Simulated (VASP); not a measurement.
# Se (P3_121) in VASP: notebook

The runs below take Se through single point, with PBE.

Program: VASP 6.6.1. These are calculated values, not measurements. Logs are shortened: lines on timing, memory, paths and dates and some standing lists are left out, and cuts for length are marked.

## 1. The cell of the first run

The structure is trigonal, space group P3_121 (No. 152). The conventional cell has a = 4.121 Å, b = 4.121 Å, c = 5.112 Å, α = 90.00°, β = 90.00°, γ = 120.00°. Se (site symmetry 2) has 2 Se at 2.43 Å within 3.2 Å.

## 2. Single point, PBE

File INCAR:

```
PREC = Accurate ; ENCUT = 520
EDIFF = 1E-6 ; ISMEAR = 0
SIGMA = 0.02 ; LREAL = F
LASPH = T ; NELM = 80
ALGO = Normal ; ISIF = 2
LWAVE = F ; LCHARG = T
GGA = PE ; LELF = T
LVHAR = T ; NBANDS = 16
```

File KPOINTS:

```
Automatic mesh
0
Gamma
  6 6 6
```

File POSCAR:

```
Se
1.0
    4.1211009103      0.0000000000      0.0000000000
   -2.0605504552      3.5689780798      0.0000000000
    0.0000000000      0.0000000000      5.1119881978
Se
3
Direct
    0.2436327694      0.0000000000      0.3333333333
    0.0000000000      0.2436327694      0.6666666667
    0.7563672306      0.7563672306      0.0000000000
```

Potentials or basis: VASP PAW PBE potentials, release 64 (Se).

The run is started by

```
$ cat potpaw_PBE.64/Se/POTCAR > POTCAR
$ mpirun -np 1 vasp_std > vasp.out
```

OUTCAR:

```text
PREC = Accurate
   ENCUT = 520
   EDIFF = 1E-6
   ISMEAR = 0
   LREAL = F
   LASPH = T
   NELM = 80
   ISIF = 2
   GGA = PE

 ion  position               nearest neighbor table
   1  0.244  0.000  0.333-   3 2.43   2 2.43
   2  0.000  0.244  0.667-   3 2.43   1 2.43
   3  0.756  0.756  0.000-   2 2.43   1 2.43

  LATTYP: Found a hexagonal cell.
 ALAT       =     4.1211009103
 C/A-ratio  =     1.2404423743

  Lattice vectors:

 A1 = (   4.1211009103,   0.0000000000,   0.0000000000)
 A2 = (  -2.0605504552,   3.5689780798,   0.0000000000)
 A3 = (   0.0000000000,   0.0000000000,   5.1119881978)

Analysis of symmetry for initial positions (statically):
=====================================================================
 Subroutine PRICEL returns:
 Original cell was already a primitive cell.

 Routine SETGRP: Setting up the symmetry group for a
 hexagonal supercell.

 Subroutine GETGRP returns: Found  6 space group operations
 (whereof  2 operations were pure point group operations)
 out of a pool of 24 trial point group operations.

The static configuration has the point symmetry C_2 .
 The point group associated with its full space group is D_3 .

Analysis of symmetry for dynamics (positions and initial velocities):
=====================================================================
 Subroutine PRICEL returns:
 Original cell was already a primitive cell.

 Routine SETGRP: Setting up the symmetry group for a
 hexagonal supercell.

 Subroutine GETGRP returns: Found  6 space group operations
 (whereof  2 operations were pure point group operations)
 out of a pool of 24 trial point group operations.

The dynamic configuration has the point symmetry C_2 .
 The point group associated with its full space group is D_3 .

 Subroutine INISYM returns: Found  6 space group operations
 (whereof  2 operations are pure point group operations),
 and found     1 'primitive' translations

----------------------------------------------------------------------------------------

                                     Primitive cell

  volume of cell :      75.1877

  direct lattice vectors                    reciprocal lattice vectors
     4.121100910  0.000000000  0.000000000     0.242653607  0.140096125  0.000000000
    -2.060550455  3.568978080  0.000000000     0.000000000  0.280192250  0.000000000
     0.000000000  0.000000000  5.111988198     0.000000000  0.000000000  0.195618605

  length of vectors
     4.121100910  4.121100910  5.111988198     0.280192250  0.280192250  0.195618605

  position of ions in fractional coordinates (direct lattice)
     0.243632769  0.000000000  0.333333333
     1.000000000  0.243632769  0.666666667
     0.756367231  0.756367231  0.000000000

  ion indices of the primitive-cell ions
   primitive index   ion index
                 1           1
                 2           2
                 3           3

----------------------------------------------------------------------------------------

 KPOINTS: Automatic mesh

Automatic generation of k-mesh.
 Grid dimensions read from file:
 generate k-points for:    6    6    6

 Generating k-lattice:

  Cartesian coordinates                     Fractional coordinates (reciprocal lattice)
     0.040442268  0.023349354  0.000000000     0.166666667  0.000000000  0.000000000
     0.000000000  0.046698708  0.000000000     0.000000000  0.166666667  0.000000000
     0.000000000  0.000000000  0.032603101     0.000000000  0.000000000  0.166666667

  Length of vectors
     0.046698708  0.046698708  0.032603101

  Shift w.r.t. Gamma in fractional coordinates (k-lattice)
     0.000000000  0.000000000  0.000000000

 Subroutine IBZKPT returns following result:
 ===========================================

 Found     34 irreducible k-points:

 Following reciprocal coordinates:
            Coordinates               Weight
  0.000000  0.000000  0.000000      1.000000
  0.166667 -0.000000  0.000000      6.000000
  0.333333 -0.000000  0.000000      6.000000
  0.500000  0.000000  0.000000      3.000000
  0.166667  0.166667  0.000000      6.000000
  0.333333  0.166667  0.000000     12.000000
[... 16 lines left out ...]
  0.500000  0.000000  0.333333      6.000000
  0.166667  0.166667  0.333333     12.000000
 [... further k-points ...]
   k-points           NKPTS =     34   k-points in BZ     NKDIM =     34   number of bands    NBANDS=     16
   number of dos      NEDOS =    301   number of ions     NIONS =      3
   total plane-waves  NPLWV =  40960
   dimension x,y,z NGX =    32 NGY =   32 NGZ =   40
   dimension x,y,z NGXF=    64 NGYF=   64 NGZF=   80
   ions per type =               3
   NGX,Y,Z   is equivalent  to a cutoff of  12.91, 12.91, 13.01 a.u.
   NGXF,Y,Z  is equivalent  to a cutoff of  25.82, 25.82, 26.02 a.u.
 SYSTEM =  unknown system
   PREC   = accura    normal or accurate (medium, high low for compatibility)
   ISTART =      0    job   : 0-new  1-cont  2-samecut
   ICHARG =      2    charge: 1-file 2-atom 10-const
   ISPIN  =      1    spin polarized calculation?
   LNONCOLLINEAR =      F non collinear calculations
   LSORBIT =      F    spin-orbit coupling
   LASPH  =      T    aspherical Exc in radial PAW
   ENCUT  =  520.0 eV  38.22 Ry    6.18 a.u.   7.66  7.66  9.50*2*pi/ulx,y,z
   NELM   =     80;   NELMIN=  2; NELMDL= -5     # of ELM steps
   EDIFF  = 0.1E-05   stopping-criterion for ELM
   LREAL  =      F    real-space projection
   EDIFFG = 0.1E-04   stopping-criterion for IOM
   NSW    =      0    number of steps for IOM
   IBRION =     -1    ionic relax: 0-MD 1-quasi-New 2-CG
   NFREE  =      0    steps in history (QN), initial steepest desc. (CG)
   ISIF   =      2    stress and relaxation
   ISYM   =      2    0-nonsym 1-usesym 2-fastsym
   POTIM  = 0.5000    time-step for ionic-motion
   TEBEG  =    0.0;   TEEND  =   0.0 temperature during run
   PSTRESS=    0.0 pullay stress
   NELECT =      18.0000    total number of electrons
   NUPDOWN=      -1.0000    fix difference up-down
   EMIN   =  10.00;   EMAX   =-10.00  energy-range for DOS
   EFERMI =   0.00;   METHOD = LEGACY
   ISMEAR =     0;   SIGMA  =   0.02  broadening in eV -4-tet -1-fermi 0-gaus
   EFERMI_NEDOS =   21; number of points for ismear=-14 and -15
   IALGO  =     38    algorithm
   IMIX   =      4    mixing-type and parameters
     AMIX     =   0.40;   BMIX     =  1.00
     AMIX_MAG =   1.60;   BMIX_MAG =  1.00
  volume/ion in A,a.u.               =      25.06       169.13
  Fermi-wavevector in a.u.,A,eV,Ry     =   1.016522  1.920948 14.059124  1.033316
  Thomas-Fermi vector in A             =   2.149870
   LORBIT       =      0    0 simple, 1 ext, 2 COOP (PROOUT), +10 PAW based schemes
   GGA     = PE    functional components
   LHFCALC =     F    Hartree Fock is set to
   AEXX    =    0.0000 exact exchange contribution
   IVDW    =     0    specifies the selected vdW correction
   LEPSILON=     F    determine dielectric tensor
   LRPA    =     F    only Hartree local field effects (RPA)
 non-spin polarized calculation
 Gauss-broadening in eV      SIGMA  =   0.02
  energy-cutoff  :      520.00
  volume of cell :       75.19
 maximum number of plane-waves:      2053
 NGX is ok and might be reduce to    32
   NGX = 15   NGY = 15   NGZ = 19

 number of electron      18.0000000 magnetization

 Free energy of the ion-electron system (eV)
  ---------------------------------------------------
  ext. energy  EPLUGINS =         0.00000000
  ---------------------------------------------------
  free energy    TOTEN  =       -10.44562658 eV

  energy without entropy =      -10.44562658  energy(sigma->0) =      -10.44562658

 E-fermi :   3.5394     XC(G=0):  -9.3136

 val. band max:        3.4078169428   @ k =   0.3333   0.3333   0.5000
 cond. band min:       4.0359327340   @ k =   0.3333   0.3333   0.5000
 fundamental gap:      0.6281157911
 Fermi energy:         3.5394215784

 k-point     1 :       0.0000    0.0000    0.0000
  band No.  band energies     occupation
      1     -12.4231      2.00000
      2      -8.4100      2.00000
      3      -8.4100      2.00000
      4      -0.1951      2.00000
      5      -0.0469      2.00000
      6      -0.0469      2.00000
[... 8 lines left out ...]
     15      10.2129      0.00000
     16      11.8928      0.00000

 k-point     2 :       0.1667   -0.0000    0.0000
  band No.  band energies     occupation
      1     -12.2590      2.00000
      2      -8.5068      2.00000
      3      -8.3769      2.00000
      4      -1.1446      2.00000
      5      -0.5735      2.00000
      6      -0.0730      2.00000
[... 8 lines left out ...]
     15      11.1793      0.00000
     16      11.8249      0.00000

 k-point     3 :       0.3333   -0.0000    0.0000
  band No.  band energies     occupation
      1     -11.8604      2.00000
      2      -8.8238      2.00000
      3      -8.3057      2.00000
      4      -1.8347      2.00000
      5      -1.1705      2.00000
      6      -0.3615      2.00000
[... 8 lines left out ...]
     15      12.3778      0.00000
     16      13.1728      0.00000

 k-point     4 :       0.5000    0.0000    0.0000
  band No.  band energies     occupation
      1     -11.6011      2.00000
      2      -9.0708      2.00000
      3      -8.2677      2.00000
      4      -1.9195      2.00000
      5      -1.4098      2.00000
      6      -0.2361      2.00000
[... 8 lines left out ...]
     15      13.8596      0.00000
     16      14.1431      0.00000
[... 324 lines left out ...]
 k-point    22 :       0.0000    0.3333    0.3333
  band No.  band energies     occupation
      1     -11.4037      2.00000
      2     -10.2075      2.00000
      3      -7.2925      2.00000
      4      -2.2408      2.00000
      5      -1.2315      2.00000
      6      -0.2569      2.00000
[... 8 lines left out ...]
     15      12.1538      0.00000
     16      12.7037      0.00000

 k-point    23 :       0.5000    0.0000    0.3333
  band No.  band energies     occupation
      1     -11.1900      2.00000
      2     -10.0580      2.00000
      3      -7.7087      2.00000
      4      -2.4897      2.00000
      5      -1.3409      2.00000
      6      -0.4586      2.00000
[... 8 lines left out ...]
     15      13.3769      0.00000
     16      13.6185      0.00000

 k-point    24 :       0.1667    0.1667    0.3333
  band No.  band energies     occupation
      1     -11.5140      2.00000
      2     -10.2350      2.00000
      3      -7.1764      2.00000
      4      -1.7896      2.00000
      5      -1.1398      2.00000
      6      -0.1792      2.00000
[... 8 lines left out ...]
     15      11.3000      0.00000
     16      11.8821      0.00000

 [... further k-points ...]
[... 5 lines left out ...]
  --------------------------------------------------------------------------------------
  -------------------------------------------------------------------------------------
  Total        0.9729893      0.9729893      1.0119991     -0.0000000      0.0000000     -0.0000000
  in kB       20.7334551     20.7334551     21.5647150     -0.0000000      0.0000000     -0.0000000
  external PRESSURE =      21.0105418 kB  Pullay stress =       0.0000000 kB

 VOLUME and BASIS-vectors are now :
 -----------------------------------------------------------------------------
  energy-cutoff  :      520.00
  volume of cell :       75.19
      direct lattice vectors                 reciprocal lattice vectors
     4.121100910  0.000000000  0.000000000     0.242653607  0.140096125  0.000000000
    -2.060550455  3.568978080  0.000000000     0.000000000  0.280192250  0.000000000
     0.000000000  0.000000000  5.111988198     0.000000000  0.000000000  0.195618605

 POSITION                                       TOTAL-FORCE (eV/Angst)
 -----------------------------------------------------------------------------------
      1.00404      0.00000      1.70400         0.020881      0.000000      0.000000
     -0.50202      0.86952      3.40799        -0.010440      0.018083     -0.000000
      1.55853      2.69946      0.00000        -0.010440     -0.018083     -0.000000
 -----------------------------------------------------------------------------------
    total drift:                               -0.000000     -0.000001      0.000000

  FREE ENERGIE OF THE ION-ELECTRON SYSTEM (eV)
  ---------------------------------------------------
  free  energy   TOTEN  =       -10.4456265792 eV

  energy  without entropy=      -10.4456265792  energy(sigma->0) =      -10.44562658
```

Run time: 29 s. Hardware: 1 thread of Intel Xeon 6975P-C, shared host; peak memory 0.2 GiB.

What came out:

| Quantity | Value |
| --- | --- |
| Free energy | -10.4456 eV |
| Pressure | 2.1 GPa |
| Largest force | 0.021 eV/Å |
| Band gap on the k mesh | 0.63 eV, direct |

Forces in eV/Å, atoms in the order of the input:
```
Se   0.021  0.000  0.000
Se  -0.010  0.018  0.000
Se  -0.010 -0.018  0.000
```

Stress tensor (GPa, compression positive):
```
2.07 0.00 0.00
0.00 2.07 0.00
0.00 0.00 2.16
```

[end of part 1 of 2]
